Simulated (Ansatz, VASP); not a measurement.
**Two plane-wave programs on Ir**

```
Ir
1.0
     0.03839    1.93890    1.93890
     1.93890    0.03839    1.93890
     1.93890    1.93890    0.03839
Ir
1
Direct
  0.00000 0.00000 0.00000
```

Change from the starting cell: equal xy, yz and zx shear strains of +2 %, PAW files.

Alike in both runs: task electric field gradients; functional PBEsol; k mesh 15 × 15 × 15; occupations fermi-dirac, width 0.05 eV; no spin polarisation.

```csv
,VASP,Ansatz
version,VASP 6.6.1,Ansatz 0.2.0
potentials or method,"VASP PAW PBE potentials, release 64 (Ir_sv_GW)","PAW with Ansatz's default frozen-core files, scalar-relativistic"
plane-wave cutoff (eV),420,420
valence electrons in the cell,17,17
```

Ansatz gave:

* size of Vzz on the site where it differs most (V/Å²): 38.6

Estimate VASP's values.

size of Vzz on the site where it differs most (V/Å²): 43.7.

VASP's potentials were made for PBE, not for PBEsol. With one functional, cell and mesh, what is left measures potentials, basis and numerics.

Neither program's run includes spin-orbit coupling.
